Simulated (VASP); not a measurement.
Input of a VASP 6.6.1 run:

Contents of INCAR:

```
SYSTEM = ScBSbP3
  ALGO = Normal
  EDIFF = 1E-6
  ENCUT = 520
  GGA = PE
  ISIF = 2
  ISMEAR = 0
  LASPH = .TRUE.
  LCHARG = .TRUE.
  LELF = .TRUE.
  LREAL = .FALSE.
  LVHAR = .TRUE.
  LWAVE = .FALSE.
  NBANDS = 26
  NELM = 100
  PREC = Accurate
  SIGMA = 0.1
```

The input KPOINTS:

```
k-points
0
G
  6 6 2
  0 0 0
```

Contents of POSCAR:

```
ScBSbP3
1.0
    3.9812129423      0.0000000000      0.0000000000
   -1.9906064712      3.4478315459      0.0000000000
    0.0000000000      0.0000000000      9.4894066926
Sc B Sb P
1 1 1 3
Direct
    0.3333333333      0.6666666667      0.1684181462
    0.0000000000      0.0000000000      0.4871365521
    0.6666666667      0.3333333333      0.9564229617
    0.0000000000      0.0000000000      0.2983007851
    0.0000000000      0.0000000000      0.6734105709
    0.3333333333      0.6666666667      0.7921215841
```

Potentials or basis: VASP PAW PBE potentials, release 64 (Sc_sv, B, Sb, P).

The run is started by

```console
$ cat potpaw_PBE.64/Sc_sv/POTCAR potpaw_PBE.64/B/POTCAR potpaw_PBE.64/Sb/POTCAR potpaw_PBE.64/P/POTCAR > POTCAR
$ mpirun -np 1 vasp_std > vasp.out
```

Question: Predict the pressure.

Answer: -0.1 GPa.

Question: Estimate the largest force.

Answer: 0.080 eV/Å.

Forces on the atoms (eV/Å):
```
Sc   0.000  0.000 -0.016
B    0.000  0.000 -0.016
Sb   0.000  0.000  0.001
P    0.000  0.000  0.080
P    0.000  0.000 -0.020
P    0.000  0.000 -0.029
```
